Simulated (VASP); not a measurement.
Input of a VASP 6.6.1 run:

Contents of INCAR:

```
ALGO = Normal ; EDIFF = 1E-7
ENCUT = 520 ; GGA = RP
ISIF = 2 ; ISMEAR = -1
LASPH = True ; LCHARG = True
LELF = True ; LREAL = False
LVHAR = True ; LWAVE = False
NBANDS = 20 ; NELM = 60
PREC = Accurate ; SIGMA = 0.1
```

File KPOINTS:

```
k-points
0
Gamma
  15 15 8
```

POSCAR

```
V
1.0
    2.5286698845      0.0000000000      0.0000000000
   -1.2643349423      2.1898923578      0.0000000000
    0.0000000000      0.0000000000      4.5153884136
V
2
Direct
    0.3333333333      0.6666666667      0.2500000000
    0.6666666667      0.3333333333      0.7500000000
```

Potentials or basis: VASP PAW PBE potentials, release 64 (V_sv).

The run is started by

```sh
$ cat potpaw_PBE.64/V_sv/POTCAR > POTCAR
$ mpirun -np 1 vasp_std > vasp.out
```

Problem. Predict the band gap on the k mesh.

Solution. Zero (band 13 reaches 12.98 eV, above the bottom of band 14 at 10.55 eV).

Problem. What does it give for the pressure?

Solution. 26.9 GPa.

Stress tensor (GPa, compression positive):
```
26.76  0.00  0.00
 0.00 26.76  0.00
 0.00  0.00 27.10
```

Caveat: the PAW data sets were made with another functional, which shifts forces and pressure a little.
